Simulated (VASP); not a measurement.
A run of VASP 6.6.1:

INCAR

```
SYSTEM = Al
  PREC = Accurate
  ENCUT = 520
  EDIFF = 1E-6
  ISMEAR = 0
  SIGMA = 0.15
  LREAL = .FALSE.
  LASPH = .TRUE.
  NELM = 80
  ALGO = Fast
  ISIF = 2
  LWAVE = .FALSE.
  LCHARG = .FALSE.
  GGA = PS
  NBANDS = 22
```

Contents of KPOINTS:

```
regular mesh
0
G
  14 14 14
  0 0 0
```

File POSCAR:

```
Al
1.0
    3.2128780077     -3.2128780077     -3.2128780077
   -3.2128780077      3.2128780077     -3.2128780077
    3.2128780077      3.2128780077      3.2128780077
Al
8
Direct
    0.5490214691      0.5000000000      0.0490214691
    0.5000000000      0.0000000000      0.0000000000
    0.0000000000      0.5000000000      0.0000000000
    0.0000000000      0.0000000000      0.0000000000
    0.5000000000      0.5000000000      0.5000000000
    0.5000000000      0.0000000000      0.5000000000
    0.0000000000      0.5000000000      0.5000000000
    0.0000000000      0.0000000000      0.5000000000
```

Potentials or basis: VASP PAW PBE potentials, release 64 (Al).

Launch:

```bash
$ cat potpaw_PBE.64/Al/POTCAR > POTCAR
$ mpirun -np 1 vasp_std > vasp.out
```

Hardware: 1 thread of Oxide Virtual Turin-like Processor, on a shared host.

Question: How long does it take, and how much memory?

Answer: It took 12 min on 1 thread of Oxide Virtual Turin-like Processor, with other jobs on the host, peak memory 0.56 GiB. Counts: scf iterations 13, k points 244.
